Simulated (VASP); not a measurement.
The system is Bi2Se3.

```
Bi Se
1.0
     2.09876    1.21172    9.67094
    -2.09876    1.21172    9.67094
     0.00000   -2.42344    9.67094
Bi Se
2 3
Direct
  0.59920 0.59920 0.59920
  0.40080 0.40080 0.40080
  0.78830 0.78830 0.78830
  0.21170 0.21170 0.21170
  0.00000 0.00000 0.00000
```

Base run:

- Program: VASP 6.6.1
- Functional: revPBE
- Potentials or basis: VASP PAW PBE potentials, release 64 (Bi_d, Se)
- Cutoff: 520 eV
- k mesh: 8 × 8 × 8
- Occupations: fermi-dirac, width 0.05 eV
- Spin: no spin polarisation

Its results: band gap on the k mesh 0.30 eV; pressure 1.3 GPa; largest force 0.128 eV/Å.

Task: The run is repeated on the same cell with these changes: functional from revPBE to RPBE; further incar settings from ALGO = Normal; EDIFF = 1e-07; NBANDS = 32 to ALGO = Normal; EDIFF = 1e-06; NBANDS = 32. What comes out?

Result: Band gap on the k mesh 0.32 eV; pressure 1.7 GPa; largest force 0.128 eV/Å.

Caveats: the PAW data sets were made with another functional, which shifts forces and pressure a little; spin-orbit coupling is left out, which moves the levels of the heavy elements.

A k mesh can miss the band edges.
